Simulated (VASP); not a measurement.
Ir:

```
Ir
1.0
     2.48152    0.00000    0.00000
     0.00000    2.48152    0.00000
     0.00000    0.00000    2.48152
Ir
1
Direct
  0.00000 0.00000 0.00000
```

This isn't the form of Ir at room conditions, which is fcc.

```yaml
Program: VASP 6.6.1
Task: relaxation of cell and atoms
Functional: LDA
Potentials_or_basis: VASP PAW LDA potentials, release 64 (Ir_sv_GW)
Cutoff: 560 eV
k_mesh: 13 × 13 × 13
Occupations: fermi-dirac, width 0.1 eV
Spin: no spin polarisation
```

At the start: pressure 18.0 GPa; volume 15.28 Å³/atom.

Task: How do energy, volume and symmetry change on relaxing?

Result: Over 4 steps the energy falls by 43.7 meV/atom and the volume is 16.11 Å³/atom (+5.4 %); space group Pm-3m (No. 221, to 0.1 Å) before and after.

Step by step:
| step | energy change (eV) | largest force (eV/Å) | pressure (GPa) | volume (Å³) |
| --- | --- | --- | --- | --- |
| 1 | 0.0000 | 0.0000 | 17.98 | 15.28 |
| 2 | 0.3954 | 0.0000 | -35.27 | 19.40 |
| 3 | -0.0434 | 0.0000 | -1.32 | 16.17 |
| 4 | -0.0437 | 0.0000 | -0.06 | 16.11 |

Final structure:
```xyz
1
Lattice="2.5254 0.0000 0.0000 0.0000 2.5254 0.0000 0.0000 0.0000 2.5254" Properties=species:S:1:pos:R:3 pbc="T T T"
Ir    0.0000    0.0000    0.0000
```
